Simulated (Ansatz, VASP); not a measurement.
## Two plane-wave programs on Mn

The input INCAR:

```
  PREC = Accurate
  ENCUT = 520
  EDIFF = 1E-6
  ISMEAR = -1
  SIGMA = 0.05
  LREAL = False
  LASPH = True
  NELM = 150
  ALGO = Normal
  ISIF = 2
  LWAVE = False
  LCHARG = False
  ISPIN = 2
  MAGMOM = -0.856
  LORBIT = 11
  LMAXMIX = 4
  GGA = RP
  NBANDS = 16
```

Contents of KPOINTS:

```
regular mesh
0
Gamma
  26 26 26
```

POSCAR

```
Mn
1.0
   -1.4081102944      1.4081102944      1.4081102944
    1.4081102944     -1.4081102944      1.4081102944
    1.4081102944      1.4081102944     -1.4081102944
Mn
1
Direct
    0.0000000000      0.0000000000      0.0000000000
```

Input for Ansatz:

```yaml
crystal:
  lattice:
    - [-1.4081102944, 1.4081102944, 1.4081102944]
    - [1.4081102944, -1.4081102944, 1.4081102944]
    - [1.4081102944, 1.4081102944, -1.4081102944]
  atoms:
    - { symbol: Mn, position: [0.0, 0.0, 0.0], spin: -0.856 }
hamiltonian:
  xc: rpbe
  pseudopotentials:
    kind: paw
    azcp:
      Mn: "pseudopotentials/Mn.paw.azcp"
basis:
  ecutwfc: 420
  fft_grid_basis: typed
kpoints:
  mp_grid: { grid: [26, 26, 26], shift: [0, 0, 0] }
magnetization:
  spin_polarized: true
scf:
  occupations: { method: fermi_dirac, width: 0.05 }
```

Alike in both runs: task single point; functional RPBE; k mesh 26 × 26 × 26; occupations fermi-dirac, width 0.05 eV; collinear spin.

```csv
,VASP,Ansatz
version,VASP 6.6.1,Ansatz 0.2.0
potentials or method,"VASP PAW PBE potentials, release 64 (Mn_pv), cutoff 520 eV","plane waves (420 eV) with PAW, scalar-relativistic"
valence electrons in the cell,13,15
```

|  | VASP | Ansatz | Ansatz less VASP |
| --- | --- | --- | --- |
| net moment per atom (μB) | 0.92 | 0.92 | -0.009 |
| size of the moment on the site where the two differ most (μB) | 0.93 | 0.92 | -0.011 |

VASP's potentials were made for PBE, not for RPBE. Site moments also hang on the region over which each program counts them. VASP's potentials hold 13 valence electrons a cell and Ansatz's 15, so a difference there can come from the potentials and not from the codes.
